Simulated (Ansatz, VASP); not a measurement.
## One calculation of SnO, two programs

INCAR

```
SYSTEM = SnO
  ALGO = Normal
  EDIFF = 1E-7
  ENCUT = 520
  GGA = PE
  ISIF = 2
  ISMEAR = 0
  IVDW = 12
  LASPH = .True.
  LCHARG = .True.
  LELF = .True.
  LREAL = .False.
  LVHAR = .True.
  LWAVE = .False.
  NBANDS = 28
  NELM = 80
  PREC = Accurate
  SIGMA = 0.15
```

Contents of KPOINTS:

```
k-points
0
Gamma
  12 12 10
  0 0 0
```

POSCAR

```
SnO
1.0
    3.8370963230      0.0000000000      0.0000000000
    0.0000000000      3.8370963230      0.0000000000
    0.0000000000      0.0000000000      4.7621286275
Sn O
2 2
Direct
    0.0000000000      0.5000000000      0.2432422108
    0.5000000000      0.0000000000      0.7567577892
   -0.0725701486     -0.0725701486      0.0000000000
    0.5000000000      0.5000000000      0.0000000000
```

Input for Ansatz:

```yaml
crystal:
  lattice:
    - [3.837096323, 0.0, 0.0]
    - [0.0, 3.837096323, 0.0]
    - [0.0, 0.0, 4.7621286275]
  atoms:
    - { symbol: Sn, position: [0.0, 0.5, 0.2432422108] }
    - { symbol: Sn, position: [0.5, 0.0, 0.7567577892] }
    - { symbol: O, position: [-0.0725701486, -0.0725701486, 0.0] }
    - { symbol: O, position: [0.5, 0.5, 0.0] }
basis:
  ecutwfc: 420
kpoints:
  mp_grid: { grid: [12, 12, 10] }
hamiltonian:
  xc: pbe
  dispersion: d3bj
scf:
  occupations: { method: gaussian, width: 0.15 }
output:
  forces: true
  stress: true
  eigenvalues: true
```

Alike in both runs: task single point; functional PBE; dispersion D3(BJ); k mesh 12 × 12 × 10; occupations gaussian, width 0.15 eV; no spin polarisation.

|  | VASP | Ansatz |
| --- | --- | --- |
| version | VASP 6.6.1 | Ansatz 0.2.0 |
| potentials or method | VASP PAW PBE potentials, release 64 (Sn_d, O), cutoff 520 eV | scalar-relativistic, plane waves, PAW |
| valence electrons in the cell | 40 | 40 |

|  | VASP | Ansatz | Ansatz less VASP |
| --- | --- | --- | --- |
| gap on the k mesh at the Fermi level (eV) | none | none | - |
| pressure (GPa) | 4.8 | 4.6 | -0.23 |
| traceless stress, the component that is largest in VASP (GPa) | -3.21 | -3.09 | +0.120 |
| rms of the force components (eV/Å) | 1.266 | 1.248 | -0.0184 |

Atom by atom the forces differ by 0.038 eV/Å (rms over components). A gap of «none» marks a metal or a gap that the smearing closes.
